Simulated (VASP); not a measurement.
# Zr3S2 (R32) in VASP: a series of runs

The runs below take Zr3S2 through single point, with PBE.

All numbers are computed with VASP 6.6.1; they aren't measurements. Logs are shortened: lines on timing, memory, paths and dates and some standing lists are left out, and cuts for length are marked.

### Step 1. The cell of the first run

Symmetry: R32, No. 155, trigonal system. The conventional cell has a = 6.238 Å, b = 6.238 Å, c = 8.998 Å, α = 90.00°, β = 90.00°, γ = 120.00°. Within 3.4 Å of Zr (site symmetry 2) lie 4 S at 2.56 to 2.58 Å and 2 Zr at 3.00 Å. Within 3.4 Å of S (site symmetry 3) lie 6 Zr at 2.56 to 2.58 Å and 1 S at 2.97 Å.

### Step 2. Single point, PBE

Input file INCAR:

```
PREC     = Accurate       # precision mode
ENCUT    = 520            # plane-wave cutoff, eV
EDIFF    = 1E-7           # SCF threshold, eV
ISMEAR   = 0              # smearing method
SIGMA    = 0.15           # smearing width, eV
LREAL    = False          # projectors in reciprocal space
LASPH    = True           # aspherical terms in the spheres
NELM     = 100            # most SCF steps
ALGO     = Fast           # electronic algorithm
ISIF     = 2              # what is computed and relaxed
LWAVE    = False          # write WAVECAR
LCHARG   = False          # write CHGCAR
GGA      = PE             # functional
NBANDS   = 32             # bands
```

Input file KPOINTS:

```
regular mesh
0
Gamma
  12 12 12
```

Input file POSCAR:

```
Zr3S2
1.0
    3.1187724055      1.8006240879      2.9992955748
   -3.1187724055      1.8006240879      2.9992955748
    0.0000000000     -3.6012481757      2.9992955748
Zr S
3 2
Direct
    0.1621066356      0.8378933644      0.5000000000
    0.5000000000      0.1621066356      0.8378933644
    0.8378933644      0.5000000000      0.1621066356
    0.3347765468      0.3347765468      0.3347765468
    0.6652234532      0.6652234532      0.6652234532
```

Potentials or basis: VASP PAW PBE potentials, release 64 (Zr_sv, S).

On the command line:

```sh
$ cat potpaw_PBE.64/Zr_sv/POTCAR potpaw_PBE.64/S/POTCAR > POTCAR
$ mpirun -np 1 vasp_std > vasp.out
```

OUTCAR:

```text
PREC = Accurate
   ENCUT = 520
   EDIFF = 1E-7
   ISMEAR = 0
   LREAL = False
   LASPH = True
   NELM = 100
   ISIF = 2
   GGA = PE

 ion  position               nearest neighbor table
   1  0.162  0.838  0.500-   4 2.56   5 2.56   5 2.58   4 2.58   3 3.00   2 3.00   3 3.58   2 3.58
                             3 3.58   2 3.58   3 3.65   2 3.65
   2  0.500  0.162  0.838-   4 2.56   5 2.56   4 2.58   5 2.58   1 3.00   3 3.00   3 3.58   3 3.58
                             1 3.58   1 3.58   1 3.65   3 3.65
   3  0.838  0.500  0.162-   5 2.56   4 2.56   5 2.58   4 2.58   1 3.00   2 3.00   2 3.58   2 3.58
                             1 3.58   1 3.58   1 3.65   2 3.65
   4  0.335  0.335  0.335-   2 2.56   3 2.56   1 2.56   2 2.58   1 2.58   3 2.58
   5  0.665  0.665  0.665-   3 2.56   2 2.56   1 2.56   3 2.58   1 2.58   2 2.58

  LATTYP: Found a trigonal (rhomboedric) cell.
 ALAT       =     4.6866579103
 COS(alpha) =     0.1143322059

  Lattice vectors:

 A1 = (   3.1187724055,   1.8006240879,   2.9992955748)
 A2 = (  -3.1187724055,   1.8006240879,   2.9992955748)
 A3 = (   0.0000000000,  -3.6012481757,   2.9992955748)

Analysis of symmetry for initial positions (statically):
=====================================================================
 Subroutine PRICEL returns:
 Original cell was already a primitive cell.

 Routine SETGRP: Setting up the symmetry group for a
 trigonal (rhombohedral) supercell.

 Subroutine GETGRP returns: Found  6 space group operations
 (whereof  6 operations were pure point group operations)
 out of a pool of 12 trial point group operations.

The static configuration has the point symmetry D_3 .

Analysis of symmetry for dynamics (positions and initial velocities):
=====================================================================
 Subroutine PRICEL returns:
 Original cell was already a primitive cell.

 Routine SETGRP: Setting up the symmetry group for a
 trigonal (rhombohedral) supercell.

 Subroutine GETGRP returns: Found  6 space group operations
 (whereof  6 operations were pure point group operations)
 out of a pool of 12 trial point group operations.

The dynamic configuration has the point symmetry D_3 .

 Subroutine INISYM returns: Found  6 space group operations
 (whereof  6 operations are pure point group operations),
 and found     1 'primitive' translations

----------------------------------------------------------------------------------------

                                     Primitive cell

  volume of cell :     101.0595

  direct lattice vectors                    reciprocal lattice vectors
     3.118772406  1.800624088  2.999295575     0.160319490  0.092560500  0.111137207
    -3.118772406  1.800624088  2.999295575    -0.160319490  0.092560500  0.111137207
     0.000000000 -3.601248176  2.999295575     0.000000000 -0.185121001  0.111137207

  length of vectors
     4.686657910  4.686657910  4.686657910     0.215919577  0.215919577  0.215919577

  position of ions in fractional coordinates (direct lattice)
     0.162106636  0.837893364  0.500000000
     0.500000000  0.162106636  0.837893364
     0.837893364  0.500000000  0.162106636
     0.334776547  0.334776547  0.334776547
     0.665223453  0.665223453  0.665223453

  ion indices of the primitive-cell ions
   primitive index   ion index
                 1           1
                 2           2
                 3           3
                 4           4
                 5           5

----------------------------------------------------------------------------------------

 KPOINTS: regular mesh

Automatic generation of k-mesh.
 Grid dimensions read from file:
 generate k-points for:   12   12   12

 Generating k-lattice:

  Cartesian coordinates                     Fractional coordinates (reciprocal lattice)
     0.013359957  0.007713375  0.009261434     0.083333333  0.000000000 -0.000000000
    -0.013359957  0.007713375  0.009261434     0.000000000  0.083333333 -0.000000000
     0.000000000 -0.015426750  0.009261434    -0.000000000 -0.000000000  0.083333333

  Length of vectors
     0.017993298  0.017993298  0.017993298

  Shift w.r.t. Gamma in fractional coordinates (k-lattice)
     0.000000000  0.000000000  0.000000000

 Subroutine IBZKPT returns following result:
 ===========================================

 Found    189 irreducible k-points:

 Following reciprocal coordinates:
            Coordinates               Weight
  0.000000  0.000000  0.000000      1.000000
  0.083333  0.000000 -0.000000      6.000000
  0.166667  0.000000 -0.000000      6.000000
  0.250000  0.000000  0.000000      6.000000
  0.333333  0.000000 -0.000000      6.000000
  0.416667  0.000000  0.000000      6.000000
[... 16 lines left out ...]
  0.500000  0.166667 -0.000000     12.000000
 -0.416667  0.166667 -0.000000     12.000000
 [... further k-points ...]
   k-points           NKPTS =    189   k-points in BZ     NKDIM =    189   number of bands    NBANDS=     32
   number of dos      NEDOS =    301   number of ions     NIONS =      5
   total plane-waves  NPLWV =  46656
   dimension x,y,z NGX =    36 NGY =   36 NGZ =   36
   dimension x,y,z NGXF=    72 NGYF=   72 NGZF=   72
   ions per type =               3   2
   NGX,Y,Z   is equivalent  to a cutoff of  12.77, 12.77, 12.77 a.u.
   NGXF,Y,Z  is equivalent  to a cutoff of  25.54, 25.54, 25.54 a.u.
 SYSTEM =  unknown system
   PREC   = accura    normal or accurate (medium, high low for compatibility)
   ISTART =      0    job   : 0-new  1-cont  2-samecut
   ICHARG =      2    charge: 1-file 2-atom 10-const
   ISPIN  =      1    spin polarized calculation?
   LNONCOLLINEAR =      F non collinear calculations
   LSORBIT =      F    spin-orbit coupling
   LASPH  =      T    aspherical Exc in radial PAW
   ENCUT  =  520.0 eV  38.22 Ry    6.18 a.u.   8.71  8.71  8.71*2*pi/ulx,y,z
   NELM   =    100;   NELMIN=  2; NELMDL= -5     # of ELM steps
   EDIFF  = 0.1E-06   stopping-criterion for ELM
   LREAL  =      F    real-space projection
   EDIFFG = 0.1E-05   stopping-criterion for IOM
   NSW    =      0    number of steps for IOM
   IBRION =     -1    ionic relax: 0-MD 1-quasi-New 2-CG
   NFREE  =      0    steps in history (QN), initial steepest desc. (CG)
   ISIF   =      2    stress and relaxation
   ISYM   =      2    0-nonsym 1-usesym 2-fastsym
   POTIM  = 0.5000    time-step for ionic-motion
   TEBEG  =    0.0;   TEEND  =   0.0 temperature during run
   PSTRESS=    0.0 pullay stress
   NELECT =      48.0000    total number of electrons
   NUPDOWN=      -1.0000    fix difference up-down
   EMIN   =  10.00;   EMAX   =-10.00  energy-range for DOS
   EFERMI =   0.00;   METHOD = LEGACY
   ISMEAR =     0;   SIGMA  =   0.15  broadening in eV -4-tet -1-fermi 0-gaus
   EFERMI_NEDOS =   21; number of points for ismear=-14 and -15
   IALGO  =     68    algorithm
   IMIX   =      4    mixing-type and parameters
     AMIX     =   0.40;   BMIX     =  1.00
     AMIX_MAG =   1.60;   BMIX_MAG =  1.00
  volume/ion in A,a.u.               =      20.21       136.40
  Fermi-wavevector in a.u.,A,eV,Ry     =   1.277310  2.413765 22.198173  1.631520
  Thomas-Fermi vector in A             =   2.409916
   LORBIT       =      0    0 simple, 1 ext, 2 COOP (PROOUT), +10 PAW based schemes
   GGA     = PE    functional components
   LHFCALC =     F    Hartree Fock is set to
   AEXX    =    0.0000 exact exchange contribution
   IVDW    =     0    specifies the selected vdW correction
   LEPSILON=     F    determine dielectric tensor
   LRPA    =     F    only Hartree local field effects (RPA)
 non-spin polarized calculation
 RMM-DIIS sequential band-by-band and
 Gauss-broadening in eV      SIGMA  =   0.15
  energy-cutoff  :      520.00
  volume of cell :      101.06
 maximum number of plane-waves:      2744
   NGX = 17   NGY = 17   NGZ = 17

 number of electron      47.9999997 magnetization

 Free energy of the ion-electron system (eV)
  ---------------------------------------------------
  ext. energy  EPLUGINS =         0.00000000
  ---------------------------------------------------
  free energy    TOTEN  =       -38.26843153 eV

  energy without entropy =      -38.20615858  energy(sigma->0) =      -38.23729506

 E-fermi :   9.0295     XC(G=0): -10.9046

 val. band max:        9.0283300984   @ k =   0.5000   0.4167   0.3333
 cond. band min:       9.0301675301   @ k =  -0.1667  -0.2500   0.0833
 fundamental gap:      0.0018374317
 Fermi energy:         9.0294516695

 k-point     1 :       0.0000    0.0000    0.0000
  band No.  band energies     occupation
      1     -40.0967      2.00000
      2     -39.9906      2.00000
      3     -39.9906      2.00000
      4     -18.3969      2.00000
      5     -18.3969      2.00000
      6     -18.2275      2.00000
[... 24 lines left out ...]
     31      12.2891      0.00000
     32      12.2901      0.00000

 k-point     2 :       0.0833    0.0000   -0.0000
  band No.  band energies     occupation
      1     -40.0953      2.00000
      2     -39.9991      2.00000
      3     -39.9834      2.00000
      4     -18.4605      2.00000
      5     -18.3303      2.00000
      6     -18.2430      2.00000
[... 24 lines left out ...]
     31      12.1185      0.00000
     32      12.3985      0.00000

 k-point     3 :       0.1667    0.0000   -0.0000
  band No.  band energies     occupation
      1     -40.0913      2.00000
      2     -40.0088      2.00000
      3     -39.9776      2.00000
      4     -18.5176      2.00000
      5     -18.2729      2.00000
      6     -18.2610      2.00000
[... 24 lines left out ...]
     31      12.2337      0.00000
     32      12.5152      0.00000

 k-point     4 :       0.2500    0.0000    0.0000
  band No.  band energies     occupation
      1     -40.0848      2.00000
      2     -40.0196      2.00000
      3     -39.9731      2.00000
      4     -18.5652      2.00000
      5     -18.2830      2.00000
      6     -18.2364      2.00000
[... 24 lines left out ...]
     31      12.3498      0.00000
     32      12.5581      0.00000

 k-point     5 :       0.3333    0.0000   -0.0000
  band No.  band energies     occupation
      1     -40.0762      2.00000
      2     -40.0310      2.00000
      3     -39.9699      2.00000
      4     -18.6010      2.00000
      5     -18.2895      2.00000
      6     -18.2352      2.00000
[... 584 lines left out ...]
     31      12.2959      0.00000
     32      12.4448      0.00000

 k-point    22 :       0.4167    0.1667    0.0000
  band No.  band energies     occupation
      1     -40.0550      2.00000
      2     -40.0527      2.00000
      3     -39.9690      2.00000
      4     -18.6295      2.00000
      5     -18.3473      2.00000
      6     -18.2168      2.00000
[... 24 lines left out ...]
     31      12.1446      0.00000
     32      12.6629      0.00000

 k-point    23 :       0.5000    0.1667   -0.0000
  band No.  band energies     occupation
      1     -40.0643      2.00000
      2     -40.0405      2.00000
      3     -39.9719      2.00000
      4     -18.6128      2.00000
      5     -18.3386      2.00000
      6     -18.2301      2.00000
[... 24 lines left out ...]
     31      11.8781      0.00000
     32      12.6510      0.00000

 k-point    24 :      -0.4167    0.1667   -0.0000
  band No.  band energies     occupation
      1     -40.0728      2.00000
      2     -40.0279      2.00000
      3     -39.9760      2.00000
      4     -18.5815      2.00000
      5     -18.3251      2.00000
      6     -18.2479      2.00000
[... 24 lines left out ...]
     31      11.7391      0.00000
     32      12.5930      0.00000

 [... further k-points ...]
[... 5 lines left out ...]
  --------------------------------------------------------------------------------------
  -------------------------------------------------------------------------------------
  Total       -1.6480666     -1.6480666     10.7906499      0.0000000      0.0000000      0.0000000
  in kB      -26.1281147    -26.1281147    171.0727861      0.0000000      0.0000000      0.0000000
  external PRESSURE =      39.6055189 kB  Pullay stress =       0.0000000 kB

 VOLUME and BASIS-vectors are now :
 -----------------------------------------------------------------------------
  energy-cutoff  :      520.00
  volume of cell :      101.06
      direct lattice vectors                 reciprocal lattice vectors
     3.118772406  1.800624088  2.999295575     0.160319490  0.092560500  0.111137207
    -3.118772406  1.800624088  2.999295575    -0.160319490  0.092560500  0.111137207
     0.000000000 -3.601248176  2.999295575     0.000000000 -0.185121001  0.111137207

 POSITION                                       TOTAL-FORCE (eV/Angst)
 -----------------------------------------------------------------------------------
     -2.10763      0.00000      4.49894        -0.014391      0.000000      0.000000
      1.05381     -1.82526      4.49894         0.007196     -0.012463      0.000000
      1.05381      1.82526      4.49894         0.007196      0.012463      0.000000
      0.00000      0.00000      3.01228         0.000000     -0.000000     -0.688639
      0.00000      0.00000      5.98561         0.000000      0.000000      0.688639
 -----------------------------------------------------------------------------------
    total drift:                                0.000000      0.000000     -0.000000

  FREE ENERGIE OF THE ION-ELECTRON SYSTEM (eV)
  ---------------------------------------------------
  free  energy   TOTEN  =       -38.2684315303 eV

  energy  without entropy=      -38.2061585819  energy(sigma->0) =      -38.23729506
```

It took 24 min on 1 thread of Oxide Virtual Turin-like, shared host; peak memory 0.53 GiB.

Results:

| Quantity | Value |
| --- | --- |
| Free energy | -38.2684 eV |
| Pressure | 4.0 GPa |
| Largest force | 0.689 eV/Å |
| Band gap on the k mesh | zero (bands 24 and 25 overlap by 0.37 eV) |

Forces on the atoms (eV/Å):
```
Zr  -0.014  0.000  0.000
Zr   0.007 -0.012  0.000
Zr   0.007  0.012  0.000
S    0.000  0.000 -0.689
S    0.000  0.000  0.689
```

Stress tensor (GPa, compression positive):
```
-2.61  0.00  0.00
 0.00 -2.61  0.00
 0.00  0.00 17.11
```

Levels at points of the mesh, in eV from the Fermi level:
| k point | band 22 | band 23 | band 24 | band 25 | band 26 | band 27 |
| --- | --- | --- | --- | --- | --- | --- |
| (0.00, 0.00, 0.00) | -2.17 | 0.13 | 0.13 | 0.87 | 0.87 | 2.58 |
| (0.50, 0.00, 0.00) | -1.06 | -0.96 | -0.94 | 0.15 | 1.34 | 1.60 |
| (0.50, 0.50, 0.00) | -1.68 | -0.68 | 0.02 | 0.43 | 1.04 | 1.30 |
| (0.50, 0.50, 0.50) | -0.87 | -0.37 | 0.17 | 0.17 | 0.57 | 0.60 |

Caveat: the stress differs along the axes, from -3 to 17 GPa.

[end of part 1 of 2]
